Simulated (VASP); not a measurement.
Wanted: the native input for a VASP 6.6.1 run.

```
Task                      : relaxation of the atoms
Functional                : PBE
Potentials or basis       : VASP PAW PBE potentials, release 64 (Ti_sv, H)
Cutoff                    : 520 eV
k mesh                    : 9 × 9 × 1
Occupations               : gaussian, width 0.1 eV
Spin                      : no spin polarisation
Dipole correction         : yes
Atoms held fixed (from 0) : [0, 1, 2, 3]
Further INCAR settings    : ALGO = Normal; EDIFF = 1e-06; IBRION = 2; EDIFFG = -0.025; NSW = 36
```

The structure of Ti3H lies in POSCAR:

```
Ti3H
1.0
    2.9075446922      0.0000000000      0.0000000000
    0.0000000000      2.9075446922      0.0000000000
    0.0000000000      0.0000000000     19.3059825228
Ti H
3 1
Selective dynamics
Direct
    0.5000000000      0.5000000000      0.2071896623  F F F
    0.0000000000      0.0000000000      0.3057583538  F F F
    0.5000000000      0.5000000000      0.4043297208  F F F
    0.5000000000      0.8333333333      0.4809079915  F F T
```

The input as run:

INCAR

```
PREC     = Accurate       # precision mode
ENCUT    = 520            # plane-wave cutoff, eV
EDIFF    = 1E-6           # SCF threshold, eV
ISMEAR   = 0              # smearing method
SIGMA    = 0.1            # smearing width, eV
LREAL    = False          # projectors in reciprocal space
LASPH    = True           # aspherical terms in the spheres
NELM     = 100            # most SCF steps
ALGO     = Normal         # electronic algorithm
ISIF     = 2              # what is computed and relaxed
LWAVE    = False          # write WAVECAR
LCHARG   = False          # write CHGCAR
LDIPOL   = True         
IDIPOL   = 3            
DIPOL    = 0.5 0.5 0.350
GGA      = PE             # functional
IBRION   = 2              # ionic algorithm
NSW      = 36             # ionic steps
EDIFFG   = -0.025         # ionic threshold
```

KPOINTS

```
regular mesh
0
Gamma
  9 9 1
```

Potentials or basis: VASP PAW PBE potentials, release 64 (Ti_sv, H).

Run with:

```sh
$ cat potpaw_PBE.64/Ti_sv/POTCAR potpaw_PBE.64/H/POTCAR > POTCAR
$ mpirun -np 1 vasp_std > vasp.out
```

It gave:

```yaml
Energy_gained_by_relaxing: 0.2 meV/atom
Ionic_steps: 3
Band_gap_on_the_k_mesh: zero (an odd number of electrons rules out a gap without spin polarisation)
```

Run time: 7.5 min on 1 thread of Oxide Virtual Turin-like Processor, on a shared host, peak memory 0.28 GiB.
